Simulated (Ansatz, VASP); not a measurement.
Two plane-wave programs on CsTa2

```
CELL_PARAMETERS angstrom
-0.00318 0.00245 -2.98679
-2.53758 -4.39174 0.00045
-7.66203 4.42212 -0.01271
ATOMIC_POSITIONS crystal
Cs 0.74987 0.00000 0.99912
Cs 0.25013 0.50001 0.50087
Ta 0.74949 0.50012 0.84045
Ta 0.74778 0.00009 0.32665
Ta 0.25046 0.99988 0.65953
Ta 0.25227 0.49991 0.17337
```

Change from the starting cell: cell x2, atoms moved at random (sigma 0.15 Å) and cell strained at random (1.5 %), then relaxed without symmetry.

Alike in both runs: functional PBE; k mesh 8 × 4 × 4; occupations gaussian, width 0.2 eV; no spin polarisation.

Ansatz relaxed the structure, and its values are those at the end. VASP's run is a single point on that final structure, the one shown.

|  | VASP | Ansatz |
| --- | --- | --- |
| version | VASP 6.6.1 | Ansatz 0.2.0 |
| potentials or method | VASP PAW PBE potentials, release 64 (Cs_sv, Ta_sv_GW), cutoff 500 eV | scalar-relativistic, plane waves, PAW |
| valence electrons in the cell | 70 | 70 |

|  | VASP | Ansatz | Ansatz less VASP |
| --- | --- | --- | --- |
| gap on the k mesh at the Fermi level (eV) | none | none | - |
| pressure (GPa) | 0.6 | 0.0 | -0.57 |
| rms of the force components (eV/Å) | 0.016 | 0.003 | -0.0125 |

A gap of «none» marks a metal or a gap that the smearing closes. The functional is the same, so the differences come from potentials, cutoffs and numerics.

Neither program's run includes spin-orbit coupling.
